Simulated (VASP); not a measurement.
# BaZrO3 (Pm-3m) in VASP: further runs

Runs on BaZrO3. Level: r2SCAN. Tasks: single point.

All numbers are computed with VASP 6.6.1; they aren't measurements. Logs are shortened: lines on timing, memory, paths and dates and some standing lists are left out, and cuts for length are marked.

## (1) The cell of the first run

Symmetry: Pm-3m, No. 221, cubic system. The conventional cell has a = 4.247 Å, b = 4.247 Å, c = 4.247 Å, α = 90.00°, β = 90.00°, γ = 90.00°. Within 4.0 Å of Ba (site symmetry m-3m) lie 12 O at 3.00 Å and 8 Zr at 3.68 Å. Within 2.8 Å of Zr (site symmetry m-3m) lie 6 O at 2.12 Å. Within 2.8 Å of O (site symmetry 4/mmm) lie 2 Zr at 2.12 Å.

## (2) Single point, r2SCAN (volume changed by +3%)

Contents of POSCAR:

```
BaZrO3
1.0
    4.2469950612      0.0000000000      0.0000000000
    0.0000000000      4.2469950612      0.0000000000
    0.0000000000      0.0000000000      4.2469950612
Ba Zr O
1 1 3
Direct
    0.0000000000      0.0000000000      0.0000000000
    0.5000000000      0.5000000000      0.5000000000
    0.5000000000      0.5000000000      0.0000000000
    0.5000000000      0.0000000000      0.5000000000
    0.0000000000      0.5000000000      0.5000000000
```

Contents of INCAR.step1:

```
ALGO = Normal
EDIFF = 1E-4
ENCUT = 520
GGA = PE
ISMEAR = 0
LASPH = True
LCHARG = False
LREAL = False
LWAVE = True
NBANDS = 28
NELM = 60
PREC = Accurate
SIGMA = 0.01
```

Contents of INCAR.step2:

```
ALGO = Normal
EDIFF = 1E-7
ENCUT = 520
ISIF = 2
ISMEAR = 0
ISTART = 1
LASPH = True
LCHARG = False
LMIXTAU = True
LREAL = False
LWAVE = False
METAGGA = R2SCAN
NBANDS = 28
NELM = 60
PREC = Accurate
SIGMA = 0.01
```

Contents of KPOINTS:

```
k-points
0
Gamma
  6 6 6
```

Potentials or basis: VASP PAW PBE potentials, release 64 (Ba_sv, Zr_sv, O).

Started as:

```
$ cat potpaw_PBE.64/Ba_sv/POTCAR potpaw_PBE.64/Zr_sv/POTCAR potpaw_PBE.64/O/POTCAR > POTCAR
$ cp INCAR.step1 INCAR
$ mpirun -np 1 vasp_std > vasp.out
$ cp INCAR.step2 INCAR
$ mpirun -np 1 vasp_std > vasp.out
```

OUTCAR:

```text
EDIFF = 1E-7
   ENCUT = 520
   ISIF = 2
   ISMEAR = 0
   ISTART = 1
   LASPH = True
   LREAL = False
   METAGGA = R2SCAN
   NELM = 60
   PREC = Accurate

 ion  position               nearest neighbor table
   1  0.000  0.000  0.000-   3 3.00   4 3.00   5 3.00   4 3.00   5 3.00   3 3.00   5 3.00   5 3.00
                             3 3.00   4 3.00   4 3.00   3 3.00   2 3.68   2 3.68   2 3.68   2 3.68
   2  0.500  0.500  0.500-   3 2.12   4 2.12   5 2.12   3 2.12   4 2.12   5 2.12   1 3.68   1 3.68
                             1 3.68   1 3.68   1 3.68   1 3.68   1 3.68   1 3.68
   3  0.500  0.500  0.000-   2 2.12   2 2.12   1 3.00   1 3.00   1 3.00   1 3.00
   4  0.500  0.000  0.500-   2 2.12   2 2.12   1 3.00   1 3.00   1 3.00   1 3.00
   5  0.000  0.500  0.500-   2 2.12   2 2.12   1 3.00   1 3.00   1 3.00   1 3.00

  LATTYP: Found a simple cubic cell.
 ALAT       =     4.2469950612

  Lattice vectors:

 A1 = (   4.2469950612,   0.0000000000,   0.0000000000)
 A2 = (   0.0000000000,   4.2469950612,   0.0000000000)
 A3 = (   0.0000000000,   0.0000000000,   4.2469950612)

Analysis of symmetry for initial positions (statically):
=====================================================================
 Subroutine PRICEL returns:
 Original cell was already a primitive cell.

 Routine SETGRP: Setting up the symmetry group for a
 simple cubic supercell.

 Subroutine GETGRP returns: Found 48 space group operations
 (whereof 48 operations were pure point group operations)
 out of a pool of 48 trial point group operations.

The static configuration has the point symmetry O_h .

Analysis of symmetry for dynamics (positions and initial velocities):
=====================================================================
 Subroutine PRICEL returns:
 Original cell was already a primitive cell.

 Routine SETGRP: Setting up the symmetry group for a
 simple cubic supercell.

 Subroutine GETGRP returns: Found 48 space group operations
 (whereof 48 operations were pure point group operations)
 out of a pool of 48 trial point group operations.

The dynamic configuration has the point symmetry O_h .

 Subroutine INISYM returns: Found 48 space group operations
 (whereof 48 operations are pure point group operations),
 and found     1 'primitive' translations

----------------------------------------------------------------------------------------

                                     Primitive cell

  volume of cell :      76.6029

  direct lattice vectors                    reciprocal lattice vectors
     4.246995061  0.000000000  0.000000000     0.235460599  0.000000000  0.000000000
     0.000000000  4.246995061  0.000000000     0.000000000  0.235460599  0.000000000
     0.000000000  0.000000000  4.246995061     0.000000000  0.000000000  0.235460599

  length of vectors
     4.246995061  4.246995061  4.246995061     0.235460599  0.235460599  0.235460599

  position of ions in fractional coordinates (direct lattice)
     0.000000000  0.000000000  0.000000000
     0.500000000  0.500000000  0.500000000
     0.500000000  0.500000000  0.000000000
     0.500000000  0.000000000  0.500000000
     0.000000000  0.500000000  0.500000000

  ion indices of the primitive-cell ions
   primitive index   ion index
                 1           1
                 2           2
                 3           3
                 4           4
                 5           5

----------------------------------------------------------------------------------------

 KPOINTS: k-points

Automatic generation of k-mesh.
 Grid dimensions read from file:
 generate k-points for:    6    6    6

 Generating k-lattice:

  Cartesian coordinates                     Fractional coordinates (reciprocal lattice)
     0.039243433  0.000000000  0.000000000     0.166666667  0.000000000  0.000000000
     0.000000000  0.039243433  0.000000000     0.000000000  0.166666667  0.000000000
     0.000000000  0.000000000  0.039243433     0.000000000  0.000000000  0.166666667

  Length of vectors
     0.039243433  0.039243433  0.039243433

  Shift w.r.t. Gamma in fractional coordinates (k-lattice)
     0.000000000  0.000000000  0.000000000

 Subroutine IBZKPT returns following result:
 ===========================================

 Found     20 irreducible k-points:

 Following reciprocal coordinates:
            Coordinates               Weight
  0.000000  0.000000  0.000000      1.000000
  0.166667  0.000000  0.000000      6.000000
  0.333333  0.000000  0.000000      6.000000
  0.500000  0.000000  0.000000      3.000000
  0.166667  0.166667  0.000000     12.000000
  0.333333  0.166667  0.000000     24.000000
[... 12 lines left out ...]
  0.500000  0.500000  0.333333      6.000000
  0.500000  0.500000  0.500000      1.000000
   k-points           NKPTS =     20   k-points in BZ     NKDIM =     20   number of bands    NBANDS=     28
   number of dos      NEDOS =    301   number of ions     NIONS =      5
   total plane-waves  NPLWV =  32768
   dimension x,y,z NGX =    32 NGY =   32 NGZ =   32
   dimension x,y,z NGXF=    64 NGYF=   64 NGZF=   64
   ions per type =               1   1   3
   NGX,Y,Z   is equivalent  to a cutoff of  12.53, 12.53, 12.53 a.u.
   NGXF,Y,Z  is equivalent  to a cutoff of  25.05, 25.05, 25.05 a.u.
 SYSTEM =  unknown system
   PREC   = accura    normal or accurate (medium, high low for compatibility)
   ISTART =      1    job   : 0-new  1-cont  2-samecut
   ICHARG =      0    charge: 1-file 2-atom 10-const
   ISPIN  =      1    spin polarized calculation?
   LNONCOLLINEAR =      F non collinear calculations
   LSORBIT =      F    spin-orbit coupling
   LASPH  =      T    aspherical Exc in radial PAW
   ENCUT  =  520.0 eV  38.22 Ry    6.18 a.u.   7.90  7.90  7.90*2*pi/ulx,y,z
   NELM   =     60;   NELMIN=  2; NELMDL=  0     # of ELM steps
   EDIFF  = 0.1E-06   stopping-criterion for ELM
   LREAL  =      F    real-space projection
   EDIFFG = 0.1E-05   stopping-criterion for IOM
   NSW    =      0    number of steps for IOM
   IBRION =     -1    ionic relax: 0-MD 1-quasi-New 2-CG
   NFREE  =      0    steps in history (QN), initial steepest desc. (CG)
   ISIF   =      2    stress and relaxation
   ISYM   =      2    0-nonsym 1-usesym 2-fastsym
   POTIM  = 0.5000    time-step for ionic-motion
   TEBEG  =    0.0;   TEEND  =   0.0 temperature during run
   PSTRESS=    0.0 pullay stress
   NELECT =      40.0000    total number of electrons
   NUPDOWN=      -1.0000    fix difference up-down
   EMIN   =  10.00;   EMAX   =-10.00  energy-range for DOS
   EFERMI =   0.00;   METHOD = LEGACY
   ISMEAR =     0;   SIGMA  =   0.01  broadening in eV -4-tet -1-fermi 0-gaus
   EFERMI_NEDOS =   21; number of points for ismear=-14 and -15
   IALGO  =     38    algorithm
   IMIX   =      4    mixing-type and parameters
     AMIX     =   0.40;   BMIX     =  1.00
     AMIX_MAG =   1.60;   BMIX_MAG =  1.00
  volume/ion in A,a.u.               =      15.32       103.39
  Fermi-wavevector in a.u.,A,eV,Ry     =   1.318296  2.491219 23.645639  1.737905
  Thomas-Fermi vector in A             =   2.448276
   LORBIT       =      0    0 simple, 1 ext, 2 COOP (PROOUT), +10 PAW based schemes
   METAGGA = R2SCAN    functional components
   LHFCALC =     F    Hartree Fock is set to
   AEXX    =    0.0000 exact exchange contribution
   IVDW    =     0    specifies the selected vdW correction
   LEPSILON=     F    determine dielectric tensor
   LRPA    =     F    only Hartree local field effects (RPA)
 non-spin polarized calculation
 Gauss-broadening in eV      SIGMA  =   0.01
  energy-cutoff  :      520.00
  volume of cell :       76.60
 maximum number of plane-waves:      2103
 NGX is ok and might be reduce to    32
   NGX = 15   NGY = 15   NGZ = 15

 number of electron      39.9999982 magnetization

 Free energy of the ion-electron system (eV)
  ---------------------------------------------------
  ext. energy  EPLUGINS =         0.00000000
  ---------------------------------------------------
  free energy    TOTEN  =       -85.08848377 eV

  energy without entropy =      -85.08848377  energy(sigma->0) =      -85.08848377

 E-fermi :   3.2769     XC(G=0): -11.1767

 val. band max:        3.2088728178   @ k =   0.5000   0.5000   0.5000
 cond. band min:       6.8117926813   @ k =   0.0000   0.0000   0.0000
 fundamental gap:      3.6029198635
 Fermi energy:         3.2769203156

 k-point     1 :       0.0000    0.0000    0.0000
  band No.  band energies     occupation
      1     -45.5625      2.00000
      2     -22.9529      2.00000
      3     -22.9529      2.00000
      4     -22.9529      2.00000
      5     -22.9153      2.00000
      6     -14.0653      2.00000
[... 20 lines left out ...]
     27      10.7596      0.00000
     28      10.7596      0.00000

 k-point     2 :       0.1667    0.0000    0.0000
  band No.  band energies     occupation
      1     -45.5617      2.00000
      2     -23.0741      2.00000
      3     -22.9515      2.00000
      4     -22.9515      2.00000
      5     -22.8415      2.00000
      6     -14.0609      2.00000
[... 20 lines left out ...]
     27      10.7604      0.00000
     28      11.5844      0.00000

 k-point     3 :       0.3333    0.0000    0.0000
  band No.  band energies     occupation
      1     -45.5602      2.00000
      2     -23.2174      2.00000
      3     -22.9486      2.00000
      4     -22.9486      2.00000
      5     -22.7884      2.00000
      6     -14.1388      2.00000
[... 20 lines left out ...]
     27      11.2652      0.00000
     28      11.4165      0.00000

 k-point     4 :       0.5000    0.0000    0.0000
  band No.  band energies     occupation
      1     -45.5595      2.00000
      2     -23.2796      2.00000
      3     -22.9472      2.00000
      4     -22.9472      2.00000
      5     -22.7692      2.00000
      6     -14.1859      2.00000
[... 20 lines left out ...]
     27      11.0020      0.00000
     28      12.1463      0.00000

 k-point     5 :       0.1667    0.1667    0.0000
  band No.  band energies     occupation
      1     -45.5610      2.00000
      2     -23.0905      2.00000
      3     -23.0125      2.00000
      4     -22.9501      2.00000
      5     -22.8120      2.00000
      6     -14.0104      2.00000
[... 20 lines left out ...]
     27      11.2203      0.00000
     28      11.7390      0.00000

 k-point     6 :       0.3333    0.1667    0.0000
  band No.  band energies     occupation
      1     -45.5595      2.00000
      2     -23.1996      2.00000
      3     -23.0174      2.00000
      4     -22.9473      2.00000
      5     -22.7891      2.00000
      6     -14.0377      2.00000
[... 339 lines left out ...]
      5     -22.8088      2.00000
      6     -13.3307      2.00000
[... 20 lines left out ...]
     27      11.8779      0.00000
     28      11.8779      0.00000

 k-point    18 :       0.5000    0.3333    0.3333
  band No.  band energies     occupation
      1     -45.5550      2.00000
      2     -23.1859      2.00000
      3     -23.1220      2.00000
      4     -23.1204      2.00000
      5     -22.8124      2.00000
      6     -13.2802      2.00000
[... 20 lines left out ...]
     27      11.8262      0.00000
     28      12.5005      0.00000

 k-point    19 :       0.5000    0.5000    0.3333
  band No.  band energies     occupation
      1     -45.5543      2.00000
      2     -23.1775      2.00000
      3     -23.1775      2.00000
      4     -23.1194      2.00000
      5     -22.8117      2.00000
      6     -13.2017      2.00000
[... 20 lines left out ...]
     27      12.0848      0.00000
     28      12.8059      0.00000

 k-point    20 :       0.5000    0.5000    0.5000
  band No.  band energies     occupation
      1     -45.5535      2.00000
      2     -23.1756      2.00000
      3     -23.1756      2.00000
      4     -23.1756      2.00000
      5     -22.8041      2.00000
      6     -12.9474      2.00000
[... 20 lines left out ...]
     27      12.6905      0.00000
     28      12.6905      0.00000

------------------------ aborting loop because EDIFF is reached ----------------------------------------

  FORCE on cell =-STRESS in cart. coord.  units (eV):
  Direction    XX          YY          ZZ          XY          YZ          ZX
  --------------------------------------------------------------------------------------
  -------------------------------------------------------------------------------------
  Total       -1.7473000     -1.7473000     -1.7473000     -0.0000000      0.0000000      0.0000000
  in kB      -36.5454070    -36.5454070    -36.5454070     -0.0000000      0.0000000      0.0000000
  external PRESSURE =     -36.5454070 kB  Pullay stress =       0.0000000 kB

 VOLUME and BASIS-vectors are now :
 -----------------------------------------------------------------------------
  energy-cutoff  :      520.00
  volume of cell :       76.60
      direct lattice vectors                 reciprocal lattice vectors
     4.246995061  0.000000000  0.000000000     0.235460599  0.000000000  0.000000000
     0.000000000  4.246995061  0.000000000     0.000000000  0.235460599  0.000000000
     0.000000000  0.000000000  4.246995061     0.000000000  0.000000000  0.235460599

 POSITION                                       TOTAL-FORCE (eV/Angst)
 -----------------------------------------------------------------------------------
      0.00000      0.00000      0.00000         0.000000      0.000000      0.000000
      2.12350      2.12350      2.12350         0.000000      0.000000      0.000000
      2.12350      2.12350      0.00000         0.000000      0.000000      0.000000
      2.12350      0.00000      2.12350         0.000000      0.000000      0.000000
      0.00000      2.12350      2.12350         0.000000      0.000000      0.000000
 -----------------------------------------------------------------------------------
    total drift:                                0.000000     -0.000000     -0.000000

  FREE ENERGIE OF THE ION-ELECTRON SYSTEM (eV)
  ---------------------------------------------------
  free  energy   TOTEN  =       -85.0884837719 eV

  energy  without entropy=      -85.0884837719  energy(sigma->0) =      -85.08848377
```

Run time: 63 s. Hardware: 1 thread of Intel Xeon 6975P-C (Granite Rapids), shared host; peak memory 0.21 GiB.

Results:

| Quantity | Value |
| --- | --- |
| Free energy | -85.0885 eV |
| Pressure | -3.7 GPa |
| Band gap on the k mesh | 3.60 eV, indirect (least direct gap 3.89 eV) |

Levels at points of the mesh, in eV from the valence-band top:
```csv
k point,band 18,band 19,band 20,band 21,band 22,band 23
"(0.00, 0.00, 0.00)",-0.28,-0.28,-0.28,3.60,3.60,3.60
"(0.50, 0.00, 0.00)",-1.59,-0.53,-0.53,4.01,5.95,5.95
"(0.50, 0.50, 0.00)",-0.94,-0.92,-0.07,5.93,5.93,6.74
"(0.50, 0.50, 0.50)",0.00,0.00,0.00,6.46,6.46,6.46
```

Caveat: the PAW data sets were made with another functional, which shifts forces and pressure a little; spin-orbit coupling is left out, which moves the levels of the heavy elements.

## (3) Single point, r2SCAN (volume changed by +6%)

POSCAR, as its differences from that of step 2:

```diff
@@ -2,5 +2,5 @@
 1.0
-    4.2469950612      0.0000000000      0.0000000000
-    0.0000000000      4.2469950612      0.0000000000
-    0.0000000000      0.0000000000      4.2469950612
+    4.2878340575      0.0000000000      0.0000000000
+    0.0000000000      4.2878340575      0.0000000000
+    0.0000000000      0.0000000000      4.2878340575
 Ba Zr O
```

Contents of INCAR.step1:

```
SYSTEM = BaZrO3
PREC = Accurate
ENCUT = 520
ISMEAR = 0
SIGMA = 0.01
LREAL = .False.
LASPH = .True.
NELM = 60
NBANDS = 28
GGA = PE
ALGO = Normal
EDIFF = 1E-4
LWAVE = .True.
LCHARG = .False.
```

Contents of INCAR.step2:

```
SYSTEM = BaZrO3
PREC = Accurate
ENCUT = 520
EDIFF = 1E-6
ISMEAR = 0
SIGMA = 0.01
LREAL = .False.
LASPH = .True.
NELM = 60
ALGO = Normal
ISIF = 2
LWAVE = .False.
LCHARG = .True.
METAGGA = R2SCAN
LMIXTAU = .True.
LELF = .True.
LVHAR = .True.
NBANDS = 28
ISTART = 1
```

Contents of KPOINTS:

```
Automatic mesh
0
Gamma
  6 6 6
  0 0 0
```

Potentials or basis: VASP PAW PBE potentials, release 64 (Ba_sv, Zr_sv, O).

Started as:

```
$ cat potpaw_PBE.64/Ba_sv/POTCAR potpaw_PBE.64/Zr_sv/POTCAR potpaw_PBE.64/O/POTCAR > POTCAR
$ cp INCAR.step1 INCAR
$ mpirun -np 1 vasp_std > vasp.out
$ cp INCAR.step2 INCAR
$ mpirun -np 1 vasp_std > vasp.out
```

OUTCAR:

```text
SYSTEM = BaZrO3
   PREC = Accurate
   ENCUT = 520
   EDIFF = 1E-6
   ISMEAR = 0
   LREAL = .False.
   LASPH = .True.
   NELM = 60
   ISIF = 2
   METAGGA = R2SCAN
   ISTART = 1

 ion  position               nearest neighbor table
   1  0.000  0.000  0.000-   3 3.03   4 3.03   5 3.03   4 3.03   5 3.03   3 3.03   5 3.03   5 3.03
                             3 3.03   4 3.03   4 3.03   3 3.03   2 3.71   2 3.71   2 3.71   2 3.71
   2  0.500  0.500  0.500-   3 2.14   4 2.14   5 2.14   3 2.14   4 2.14   5 2.14   1 3.71   1 3.71
[... 822 lines left out ...]
  -------------------------------------------------------------------------------------
  Total       -3.7425962     -3.7425962     -3.7425962     -0.0000000     -0.0000000      0.0000000
  in kB      -76.0623338    -76.0623338    -76.0623338     -0.0000000     -0.0000000      0.0000000
  external PRESSURE =     -76.0623338 kB  Pullay stress =       0.0000000 kB

 VOLUME and BASIS-vectors are now :
 -----------------------------------------------------------------------------
  energy-cutoff  :      520.00
  volume of cell :       78.83
      direct lattice vectors                 reciprocal lattice vectors
     4.287834057  0.000000000  0.000000000     0.233217981  0.000000000  0.000000000
     0.000000000  4.287834057  0.000000000     0.000000000  0.233217981  0.000000000
     0.000000000  0.000000000  4.287834057     0.000000000  0.000000000  0.233217981

 POSITION                                       TOTAL-FORCE (eV/Angst)
 -----------------------------------------------------------------------------------
      0.00000      0.00000      0.00000         0.000000      0.000000      0.000000
      2.14392      2.14392      2.14392         0.000000      0.000000      0.000000
      2.14392      2.14392      0.00000         0.000000      0.000000      0.000000
      2.14392      0.00000      2.14392         0.000000      0.000000      0.000000
      0.00000      2.14392      2.14392         0.000000      0.000000      0.000000
 -----------------------------------------------------------------------------------
    total drift:                                0.000000     -0.000000     -0.000000

  FREE ENERGIE OF THE ION-ELECTRON SYSTEM (eV)
  ---------------------------------------------------
  free  energy   TOTEN  =       -85.0116804421 eV

  energy  without entropy=      -85.0116804421  energy(sigma->0) =      -85.01168044
```

OUTCAR.step1:

```text
SYSTEM = BaZrO3
   PREC = Accurate
   ENCUT = 520
   ISMEAR = 0
   LREAL = .False.
   LASPH = .True.
[... 848 lines left out ...]
      2.14392      2.14392      0.00000         0.000000      0.000000      0.000000
      2.14392      0.00000      2.14392         0.000000      0.000000      0.000000
      0.00000      2.14392      2.14392         0.000000      0.000000      0.000000
 -----------------------------------------------------------------------------------
    total drift:                                0.000000     -0.000000     -0.000000

  FREE ENERGIE OF THE ION-ELECTRON SYSTEM (eV)
  ---------------------------------------------------
  free  energy   TOTEN  =       -41.6822578537 eV

  energy  without entropy=      -41.6822578537  energy(sigma->0) =      -41.68225785
```

It took 58 s on 1 thread of Intel Xeon 6975P-C (Granite Rapids), shared host; peak memory 0.21 GiB.

What came out:

```yaml
Free_energy: -85.0117 eV
Pressure: -7.6 GPa
Band_gap_on_the_k_mesh: 3.53 eV, indirect (least direct gap 3.83 eV)
```

Caveat: the PAW data sets were made with another functional, which shifts forces and pressure a little; spin-orbit coupling is left out, which moves the levels of the heavy elements. A k mesh can miss the band edges.
